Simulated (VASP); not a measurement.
# Mg2O in VASP: single point with PBE

Aim: the single point of Mg2O with PBE.

Program: VASP 6.6.1. These are calculated values, not measurements. Logs are shortened: lines on timing, memory, paths and dates and some standing lists are left out, and cuts for length are marked.

### Step 1. The cell of the first run

The typed cell holds 6 atoms: a = 5.578 Å, b = 4.668 Å, c = 4.668 Å, α = 102.06°, β = 90.00°, γ = 90.00°.

The cell was built from a structure type or drawn by symmetry, and may not be a known phase.

### Step 2. Single point, PBE

INCAR

```
SYSTEM = Mg2O
  PREC = Accurate
  ENCUT = 600
  EDIFF = 1E-6
  ISMEAR = 0
  SIGMA = 0.2
  LREAL = .False.
  LASPH = .True.
  NELM = 120
  ALGO = Normal
  ISIF = 2
  LWAVE = .False.
  LCHARG = .False.
  GGA = PE
  NBANDS = 19
  GGA_COMPAT = .False.
```

KPOINTS

```
Automatic mesh
0
Gamma
  4 4 4
  0 0 0
```

POSCAR

```
Mg2O
1.0
    5.5778449463      0.0000000000      0.0000000000
    0.0000000000      3.6289870301      2.9356756696
    0.0000000000     -3.6289870301      2.9356756696
Mg O
4 2
Direct
    0.2545961258      0.2469788600      0.2524841042
    0.7454038742      0.2524841042      0.2469788600
    0.2545961258      0.7524841042      0.7469788600
    0.7454038742      0.7469788600      0.7524841042
    0.5000000000      0.9997717058      0.9997717058
    0.5000000000      0.4997717058      0.4997717058
```

Potentials or basis: VASP PAW PBE potentials, release 64 (Mg, O).

Started as:

```console
$ cat potpaw_PBE.64/Mg/POTCAR potpaw_PBE.64/O/POTCAR > POTCAR
$ mpirun -np 1 vasp_std > vasp.out
```

OUTCAR:

```text
SYSTEM = Mg2O
   PREC = Accurate
   ENCUT = 600
   EDIFF = 1E-6
   ISMEAR = 0
   LREAL = .False.
   LASPH = .True.
   NELM = 120
   ISIF = 2
   GGA = PE

 ion  position               nearest neighbor table
   1  0.255  0.247  0.252-   5 2.01   6 2.01   2 2.74   2 2.84   3 2.94   3 2.94   3 3.59
   2  0.745  0.252  0.247-   5 2.01   6 2.01   1 2.74   1 2.84   4 2.94   4 2.94   4 3.59
   3  0.255  0.752  0.747-   6 2.01   5 2.01   4 2.74   4 2.84   1 2.94   1 2.94   1 3.59
   4  0.745  0.747  0.752-   6 2.01   5 2.01   3 2.74   3 2.84   2 2.94   2 2.94   2 3.59
   5  0.500  1.000  1.000-   1 2.01   2 2.01   3 2.01   4 2.01
   6  0.500  0.500  0.500-   3 2.01   4 2.01   1 2.01   2 2.01

  LATTYP: Found a base centered orthorhombic cell.
 ALAT       =     5.8713513392
 B/A-ratio  =     1.2361675602
 C/A-ratio  =     0.9500104191

  Lattice vectors:

 A1 = (   0.0000000000,   3.6289870301,   2.9356756696)
 A2 = (   0.0000000000,  -3.6289870301,   2.9356756696)
 A3 = (   5.5778449463,   0.0000000000,   0.0000000000)

Analysis of symmetry for initial positions (statically):
=====================================================================
 Subroutine PRICEL returns:
 Original cell was already a primitive cell.

 Routine SETGRP: Setting up the symmetry group for a
 base centered orthorhombic supercell.

 Subroutine GETGRP returns: Found  4 space group operations
 (whereof  2 operations were pure point group operations)
 out of a pool of  8 trial point group operations.

The static configuration has the point symmetry C_2 .
 The point group associated with its full space group is C_2v.

Analysis of symmetry for dynamics (positions and initial velocities):
=====================================================================
 Subroutine PRICEL returns:
 Original cell was already a primitive cell.

 Routine SETGRP: Setting up the symmetry group for a
 base centered orthorhombic supercell.

 Subroutine GETGRP returns: Found  4 space group operations
 (whereof  2 operations were pure point group operations)
 out of a pool of  8 trial point group operations.

The dynamic configuration has the point symmetry C_2 .
 The point group associated with its full space group is C_2v.

 Subroutine INISYM returns: Found  4 space group operations
 (whereof  2 operations are pure point group operations),
 and found     1 'primitive' translations

----------------------------------------------------------------------------------------
[... 100 lines left out ...]
   NSW    =      0    number of steps for IOM
   IBRION =     -1    ionic relax: 0-MD 1-quasi-New 2-CG
   NFREE  =      0    steps in history (QN), initial steepest desc. (CG)
   ISIF   =      2    stress and relaxation
   ISYM   =      2    0-nonsym 1-usesym 2-fastsym
   POTIM  = 0.5000    time-step for ionic-motion
   TEBEG  =    0.0;   TEEND  =   0.0 temperature during run
   PSTRESS=    0.0 pullay stress
   NELECT =      20.0000    total number of electrons
   NUPDOWN=      -1.0000    fix difference up-down
   EMIN   =  10.00;   EMAX   =-10.00  energy-range for DOS
   EFERMI =   0.00;   METHOD = LEGACY
   ISMEAR =     0;   SIGMA  =   0.20  broadening in eV -4-tet -1-fermi 0-gaus
   EFERMI_NEDOS =   21; number of points for ismear=-14 and -15
   IALGO  =     38    algorithm
   IMIX   =      4    mixing-type and parameters
     AMIX     =   0.40;   BMIX     =  1.00
     AMIX_MAG =   1.60;   BMIX_MAG =  1.00
  volume/ion in A,a.u.               =      19.81       133.67
  Fermi-wavevector in a.u.,A,eV,Ry     =   0.903833  1.707997 11.114791  0.816914
  Thomas-Fermi vector in A             =   2.027206
   LORBIT       =      0    0 simple, 1 ext, 2 COOP (PROOUT), +10 PAW based schemes
   GGA     = PE    functional components
   LHFCALC =     F    Hartree Fock is set to
   AEXX    =    0.0000 exact exchange contribution
   IVDW    =     0    specifies the selected vdW correction
   LEPSILON=     F    determine dielectric tensor
   LRPA    =     F    only Hartree local field effects (RPA)
 non-spin polarized calculation
 Gauss-broadening in eV      SIGMA  =   0.20
  energy-cutoff  :      600.00
  volume of cell :      118.85
 maximum number of plane-waves:      3986
 NGX is ok and might be reduce to    48
   NGX = 23   NGY = 19   NGZ = 19

 number of electron      19.9999994 magnetization

 Free energy of the ion-electron system (eV)
  ---------------------------------------------------
  ext. energy  EPLUGINS =         0.00000000
  ---------------------------------------------------
  free energy    TOTEN  =       -23.77917922 eV

  energy without entropy =      -23.75233727  energy(sigma->0) =      -23.76575825

 E-fermi :   2.3246     XC(G=0):  -8.1484

 val. band max:        2.2999725195   @ k =   0.0000   0.5000   0.5000
 cond. band min:       2.4176603355   @ k =   0.5000  -0.2500   0.2500
 fundamental gap:      0.1176878160
 Fermi energy:         2.3245821262

 k-point     1 :       0.0000    0.0000    0.0000
  band No.  band energies     occupation
      1     -16.8281      2.00000
      2     -16.2996      2.00000
      3      -4.0330      2.00000
      4      -3.5070      2.00000
      5      -2.5683      2.00000
      6      -2.1488      2.00000
[... 439 lines left out ...]
      6      -2.7913      2.00000
[... 11 lines left out ...]
     18      10.1431      0.00000
     19      10.4611      0.00000

------------------------ aborting loop because EDIFF is reached ----------------------------------------

  FORCE on cell =-STRESS in cart. coord.  units (eV):
  Direction    XX          YY          ZZ          XY          YZ          ZX
  --------------------------------------------------------------------------------------
  -------------------------------------------------------------------------------------
  Total       -0.1527652     -0.0470651     -0.3251451      0.0000000      0.0000000      0.0000000
  in kB       -2.0594204     -0.6344822     -4.3832664      0.0000000      0.0000000      0.0000000
  external PRESSURE =      -2.3590563 kB  Pullay stress =       0.0000000 kB

 VOLUME and BASIS-vectors are now :
 -----------------------------------------------------------------------------
  energy-cutoff  :      600.00
  volume of cell :      118.85
      direct lattice vectors                 reciprocal lattice vectors
     5.577844946  0.000000000  0.000000000     0.179280710  0.000000000  0.000000000
     0.000000000  3.628987030  2.935675670     0.000000000  0.137779495  0.170318542
     0.000000000 -3.628987030  2.935675670     0.000000000 -0.137779495  0.170318542

 POSITION                                       TOTAL-FORCE (eV/Angst)
 -----------------------------------------------------------------------------------
      1.42010     -0.01998      1.46626         0.025750      0.002415      0.001305
      4.15775      0.01998      1.46626        -0.025750     -0.002415      0.001305
      1.42010      0.01998      4.40194         0.025750     -0.002415      0.001305
      4.15775     -0.01998      4.40194        -0.025750      0.002415      0.001305
      2.78892      0.00000      5.87001         0.000000      0.000000     -0.002610
      2.78892      0.00000      2.93434         0.000000      0.000000     -0.002610
 -----------------------------------------------------------------------------------
    total drift:                                0.000000     -0.000000     -0.000049

  FREE ENERGIE OF THE ION-ELECTRON SYSTEM (eV)
  ---------------------------------------------------
  free  energy   TOTEN  =       -23.7791792250 eV

  energy  without entropy=      -23.7523372684  energy(sigma->0) =      -23.76575825
```

OSZICAR:

```text
N       E                     dE             d eps       ncg     rms          rms(c)
DAV:   1     0.100222130413E+03    0.10022E+03   -0.86509E+03   798   0.949E+02
DAV:   2    -0.156352913405E+02   -0.11586E+03   -0.10960E+03  1055   0.177E+02
DAV:   3    -0.294737511126E+02   -0.13838E+02   -0.13738E+02   922   0.670E+01
DAV:   4    -0.296042524417E+02   -0.13050E+00   -0.13043E+00   953   0.741E+00
DAV:   5    -0.296052792043E+02   -0.10268E-02   -0.10266E-02   966   0.638E-01    0.128E+01
DAV:   6    -0.240048618802E+02    0.56004E+01   -0.23769E+01   890   0.285E+01    0.500E+00
DAV:   7    -0.238680382624E+02    0.13682E+00   -0.11160E+00   842   0.619E+00    0.257E+00
DAV:   8    -0.237853865221E+02    0.82652E-01   -0.31125E-01   879   0.435E+00    0.754E-01
DAV:   9    -0.237786796461E+02    0.67069E-02   -0.44440E-02   940   0.129E+00    0.185E-01
DAV:  10    -0.237797382525E+02   -0.10586E-02   -0.51206E-03   955   0.500E-01    0.131E-01
DAV:  11    -0.237791660253E+02    0.57223E-03   -0.16389E-03   911   0.240E-01    0.273E-02
DAV:  12    -0.237791793640E+02   -0.13339E-04   -0.20783E-04   840   0.869E-02    0.154E-02
DAV:  13    -0.237791792250E+02    0.13903E-06   -0.92389E-06   883   0.233E-02
   1 F= -.23779179E+02 E0= -.23765758E+02  d E =-.268420E-01
```

It took 21 s on 1 thread of Intel Xeon 6975P-C (Granite Rapids), shared host; peak memory 0.26 GiB.

What came out:

| Quantity | Value |
| --- | --- |
| Free energy | -23.7792 eV |
| Pressure | -0.2 GPa |
| Largest force | 0.026 eV/Å |
| Band gap on the k mesh | zero (bands 10 and 11 overlap by 2.02 eV) |

Forces on the atoms (eV/Å):
```
Mg   0.026  0.002  0.001
Mg  -0.026 -0.002  0.001
Mg   0.026 -0.002  0.001
Mg  -0.026  0.002  0.001
O    0.000  0.000 -0.003
O    0.000  0.000 -0.003
```
